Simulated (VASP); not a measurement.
Write the native input for VASP 6.6.1 that does the following.

- Task: single point
- Functional: PBE
- Potentials or basis: VASP PAW PBE potentials, release 64 (Na_pv)
- Cutoff: 520 eV
- k mesh: 12 × 12 × 4
- Occupations: gaussian, width 0.1 eV
- Spin: no spin polarisation
- Dipole correction: no
- Further INCAR settings: ALGO = Fast; EDIFF = 1e-06; NBANDS = 22

The structure of Na lies in POSCAR:

```
Na
1.0
    3.2251350651      0.0000000000      0.0000000000
   -1.6125675326      2.7930488970      0.0000000000
    0.0000000000      0.0000000000     10.4931086113
Na
4
Direct
    0.0000000000      0.0000000000      0.0000000000
    0.3333333333      0.6666666667      0.2500000000
    0.0000000000      0.0000000000      0.5000000000
    0.6666666667      0.3333333333      0.7500000000
```

One way to write it, as run:

INCAR

```
SYSTEM = Na
ALGO     = Fast           ! electronic algorithm
EDIFF    = 1E-6           ! SCF threshold, eV
ENCUT    = 520            ! plane-wave cutoff, eV
GGA      = PE             ! functional
ISIF     = 2              ! what is computed and relaxed
ISMEAR   = 0              ! smearing method
LASPH    = .True.         ! aspherical terms in the spheres
LCHARG   = .False.        ! write CHGCAR
LREAL    = .False.        ! projectors in reciprocal space
LWAVE    = .False.        ! write WAVECAR
NBANDS   = 22             ! bands
NELM     = 80             ! most SCF steps
PREC     = Accurate       ! precision mode
SIGMA    = 0.1            ! smearing width, eV
```

KPOINTS

```
k-points
0
Gamma
  12 12 4
  0 0 0
```

Potentials or basis: VASP PAW PBE potentials, release 64 (Na_pv).

Run with:

```console
$ cat potpaw_PBE.64/Na_pv/POTCAR > POTCAR
$ mpirun -np 1 vasp_std > vasp.out
```

Results of the run:

| Quantity | Value |
| --- | --- |
| Pressure | 8.0 GPa |
| Band gap on the k mesh | zero (band 14 reaches 3.77 eV, above the bottom of band 15 at -0.94 eV) |

Wall time 92 s on 1 thread of Intel(R) Xeon(R) Platinum 8488C (Sapphire Rapids) (shared host), peak memory 0.24 GiB.
